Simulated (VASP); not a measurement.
A run of VASP 6.6.1 is set up as follows.

The input INCAR:

```
SYSTEM = O
PREC = Accurate ; ENCUT = 520
EDIFF = 1E-6 ; ISMEAR = -1
SIGMA = 0.05 ; LREAL = .FALSE.
LASPH = .TRUE. ; NELM = 100
ALGO = Normal ; ISIF = 2
LWAVE = .FALSE. ; LCHARG = .FALSE.
GGA = CA ; NBANDS = 13
```

KPOINTS

```
Automatic mesh
0
G
  8 8 8
  0 0 0
```

POSCAR

```
O
1.0
    0.0000000000      2.1265408126      2.1265408126
    2.1265408126      0.0000000000      2.1265408126
    2.1265408126      2.1265408126      0.0000000000
O
2
Direct
    0.2500000000      0.2500000000      0.2500000000
    0.0000000000      0.0000000000      0.0000000000
```

Potentials or basis: VASP PAW LDA potentials, release 64 (O).

Command:

```console
$ cat potpaw_LDA.64/O/POTCAR > POTCAR
$ mpirun -np 1 vasp_std > vasp.out
```

Question: Estimate the band gap on the k mesh.

Answer: Zero (band 6 reaches 1.77 eV, above the bottom of band 7 at 0.52 eV).

Question: Predict the pressure.

Answer: 4.3 GPa.
